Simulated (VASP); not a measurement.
A run of VASP 6.6.1:

INCAR

```
ALGO = Normal
EDIFF = 1E-6
ENCUT = 520
GGA = PE
ISIF = 2
ISMEAR = 0
LASPH = T
LCHARG = F
LREAL = F
LWAVE = F
NBANDS = 13
NELM = 80
PREC = Accurate
SIGMA = 0.1
```

Contents of KPOINTS:

```
k-points
0
Gamma
  15 15 15
```

File POSCAR:

```
Sn
1.0
    2.1290059353      1.2291821498      1.8702877786
   -2.1290059353      1.2291821498      1.8702877786
    0.0000000000     -2.4583642997      1.8702877786
Sn
1
Direct
    0.5000000000      0.5000000000      0.5000000000
```

Potentials or basis: VASP PAW PBE potentials, release 64 (Sn_d).

The run is started by

```console
$ cat potpaw_PBE.64/Sn_d/POTCAR > POTCAR
$ mpirun -np 1 vasp_std > vasp.out
```

Hardware: 1 thread of Intel(R) Xeon(R) Platinum 8259CL CPU @ 2.50GHz (Skylake/Cascade Lake), on a shared host.

Task: How long does it take, and how much memory?

Result: Run time: 44 s on 1 thread of Intel(R) Xeon(R) Platinum 8259CL CPU @ 2.50GHz (Skylake/Cascade Lake), on a shared host, peak memory 0.23 GiB. Counts: scf iterations 10, k points 344.
